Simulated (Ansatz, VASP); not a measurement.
## One calculation of CdSe, two programs

```
CELL_PARAMETERS angstrom
0.00000 3.06263 3.06263
3.06263 0.00000 3.06263
3.23353 3.23353 -0.17089
ATOMIC_POSITIONS crystal
Cd 0.00000 0.00000 0.00000
Se 0.75000 0.75000 0.75000
```

Alike in both runs: task single point; functional PBEsol; k mesh 10 × 10 × 10; occupations gaussian, width 0.05 eV; no spin polarisation.

|  | VASP | Ansatz |
| --- | --- | --- |
| version | VASP 6.6.1 | Ansatz 0.2.0 |
| potentials or method | VASP PAW PBE potentials, release 64 (Cd, Se), cutoff 520 eV | scalar-relativistic, plane waves, PAW |
| valence electrons in the cell | 18 | 36 |

Ansatz gave:

```
gap on the k mesh at the Fermi level (eV)                     : 0.29
least direct gap on the mesh (eV)                             : 0.29
pressure (GPa)                                                : -3.8
traceless stress, the component that is largest in VASP (GPa) : -1.36
rms of the force components (eV/Å)                            : 0.090
```

**Question.** Estimate VASP's values.

**Answer.** gap on the k mesh at the Fermi level (eV): 0.28; least direct gap on the mesh (eV): 0.28; pressure (GPa): -3.5; traceless stress, the component that is largest in VASP (GPa): -1.39; rms of the force components (eV/Å): 0.099.

VASP's potentials were made for PBE, not for PBEsol. Atom by atom the forces differ by 0.009 eV/Å (rms over components). The functional is the same, so the differences come from potentials, cutoffs and numerics. VASP's potentials hold 18 valence electrons a cell and Ansatz's 36, so a difference there can come from the potentials and not from the codes.
